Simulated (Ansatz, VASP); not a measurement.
**Two plane-wave programs on MgO**

```
Mg O
1.0
     0.00000    2.13515    2.13515
     2.00704    0.00000    2.13515
     2.00704    2.13515    0.00000
Mg O
1 1
Direct
  0.00000 0.00000 0.00000
  0.50000 0.50000 0.50000
```

Change from the starting cell: strain -0.0600 x Voigt [1, 0, 0, 0, 0, 0], atoms carried along.

Alike in both runs: task single point; functional r2SCAN; k mesh 10 × 10 × 10; occupations gaussian, width 0.05 eV; no spin polarisation.

|  | VASP | Ansatz |
| --- | --- | --- |
| version | VASP 6.6.1 | Ansatz 0.2.0 |
| potentials or method | VASP PAW PBE potentials, release 64 (Mg, O), cutoff 520 eV | scalar-relativistic, plane waves, PAW |
| valence electrons in the cell | 8 | 16 |

```csv
,VASP,Ansatz,Ansatz less VASP
gap on the k mesh at the Fermi level (eV),5.74,5.76,+0.025
least direct gap on the mesh (eV),5.74,5.76,+0.025
pressure (GPa),2.9,4.0,+1.11
"traceless stress, the component that is largest in VASP (GPa)",10.98,10.95,-0.037
```

VASP's potentials were made for PBE, not for r2SCAN. VASP's potentials hold 8 valence electrons a cell and Ansatz's 16, so a difference there can come from the potentials and not from the codes.
